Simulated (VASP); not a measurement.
Here is a VASP 6.6.1 calculation.

File INCAR:

```
PREC = Accurate
ENCUT = 500
EDIFF = 1E-6
ISMEAR = 1
SIGMA = 0.1
LREAL = F
LASPH = T
NELM = 120
ALGO = Normal
ISIF = 2
LWAVE = F
LCHARG = T
GGA = PE
LELF = T
LVHAR = T
NBANDS = 28
GGA_COMPAT = F
```

File KPOINTS:

```
regular mesh
0
Gamma
  12 12 10
```

POSCAR

```
Sc2GaS
1.0
    4.9690290286      0.0000000000      0.0000000000
   -2.4845145143      4.3033053709      0.0000000000
    0.0000000000      0.0000000000      5.0319273106
Sc Ga S
2 1 1
Direct
    0.3333333333      0.6666666667      0.0000000000
    0.6666666667      0.3333333333      0.0000000000
    0.0000000000      0.0000000000      0.0000000000
    0.0000000000      0.0000000000      0.5000000000
```

Potentials or basis: VASP PAW PBE potentials, release 64 (Sc_sv, Ga_d, S).

Command:

```console
$ cat potpaw_PBE.64/Sc_sv/POTCAR potpaw_PBE.64/Ga_d/POTCAR potpaw_PBE.64/S/POTCAR > POTCAR
$ mpirun -np 1 vasp_std > vasp.out
```

Question: Predict the pressure.

Answer: 0.0 GPa.

Question: Estimate the band gap on the k mesh.

Answer: Zero (an odd number of electrons rules out a gap without spin polarisation).
